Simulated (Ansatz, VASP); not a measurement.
**Si4Cl in VASP and in Ansatz**

INCAR

```
SYSTEM = Si4Cl
  PREC = Accurate
  ENCUT = 600
  EDIFF = 1E-7
  ISMEAR = 0
  SIGMA = 0.1
  LREAL = .FALSE.
  LASPH = .TRUE.
  NELM = 100
  ALGO = Normal
  ISIF = 3
  LWAVE = .FALSE.
  LCHARG = .FALSE.
  GGA = PE
  IBRION = 2
  NSW = 90
  EDIFFG = -0.04
```

Contents of KPOINTS:

```
Automatic mesh
0
G
  4 4 4
  0 0 0
```

File POSCAR:

```
Si4Cl
1.0
    5.7923187100      0.0000000000      0.0000000000
    0.0000000000      5.7923187100      0.0000000000
    0.0000000000      0.0000000000      5.7923187100
Si Cl
4 1
Direct
    0.2500000000      0.2500000000      0.2500000000
    0.7500000000      0.7500000000      0.2500000000
    0.7500000000      0.2500000000      0.7500000000
    0.2500000000      0.7500000000      0.7500000000
    0.0000000000      0.0000000000      0.0000000000
```

Input for Ansatz:

```yaml
crystal:
  lattice:
    - [5.79231871, 0.0, 0.0]
    - [0.0, 5.79231871, 0.0]
    - [0.0, 0.0, 5.79231871]
  atoms:
    - { symbol: Si, position: [0.25, 0.25, 0.25] }
    - { symbol: Si, position: [0.75, 0.75, 0.25] }
    - { symbol: Si, position: [0.75, 0.25, 0.75] }
    - { symbol: Si, position: [0.25, 0.75, 0.75] }
    - { symbol: Cl, position: [0.0, 0.0, 0.0] }
basis:
  ecutwfc: 420
kpoints:
  mp_grid: { grid: [4, 4, 4] }
hamiltonian:
  xc: pbe
scf:
  occupations: { method: gaussian, width: 0.1 }
  lower_state_search: "off"
output:
  forces: true
  stress: true
  eigenvalues: true
relax:
  adjacent_minimum: "off"
  f_tol: 0.04
  max_steps: 70
  cell: { stress_tol: 0.4 }
```

Change from the starting cell: ordered vacancies on the anion sites of cuprite (P-43m, No. 215).

Alike in both runs: task relaxation of cell and atoms; functional PBE; k mesh 4 × 4 × 4; occupations gaussian, width 0.1 eV; no spin polarisation.

```csv
,VASP,Ansatz
version,VASP 6.6.1,Ansatz 0.2.0
potentials or method,"VASP PAW PBE potentials, release 64 (Si, Cl), cutoff 600 eV","scalar-relativistic, plane waves, PAW"
valence electrons in the cell,23,23
```

```csv
,VASP,Ansatz,Ansatz less VASP
"gap on the k mesh at the Fermi level, each at its own relaxed structure (eV)",none,none,-
relaxed volume (Å³/atom),20.79,20.78,-0.015
relaxed cell length with the largest relative difference (Å),4.702,4.701,-0.0011
```

A gap of «none» marks a metal or a gap that the smearing closes.

Noted on VASP's run: the volume moved by over 15 % at a fixed basis, so the end points are rough.
